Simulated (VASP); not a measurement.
In: single point with PBEsol

Crystal: In.

```
CELL_PARAMETERS angstrom
5.26053 0.00000 0.00000
-2.63026 4.55575 0.00000
0.00000 0.00000 3.24690
ATOMIC_POSITIONS crystal
In 0.00000 0.00000 0.00000
In 0.33333 0.66667 0.50000
In 0.66667 0.33333 0.50000
```

```json
{
 "Program": "VASP 6.6.1",
 "Task": "single point",
 "Functional": "PBEsol",
 "Potentials or basis": "VASP PAW PBE potentials, release 64 (In_d)",
 "Cutoff": "520 eV",
 "k mesh": "8 × 8 × 11",
 "Occupations": "fermi-dirac, width 0.1 eV",
 "Spin": "no spin polarisation"
}
```

```
Pressure : 0.0 GPa
```

Stress tensor (GPa, compression positive):
```
 0.11  0.00  0.00
 0.00  0.11  0.00
 0.00  0.00 -0.13
```

Levels at points of the mesh, in eV from the Fermi level:
| k point | band 17 | band 18 | band 19 | band 20 | band 21 | band 22 |
| --- | --- | --- | --- | --- | --- | --- |
| (0.00, 0.00, 0.00) | -2.77 | -2.53 | -1.09 | -1.09 | -0.97 | -0.97 |
| (0.50, 0.00, 0.00) | -7.68 | -3.94 | -3.29 | 3.63 | 3.75 | 4.79 |

Wall time 53 s on 1 thread of AMD EPYC 9R45 96-Core Processor (Zen 5), on a shared host, peak memory 0.2 GiB.

Caveat: the PAW data sets were made with another functional, which shifts forces and pressure a little; spin-orbit coupling is left out, which moves the levels of the heavy elements.
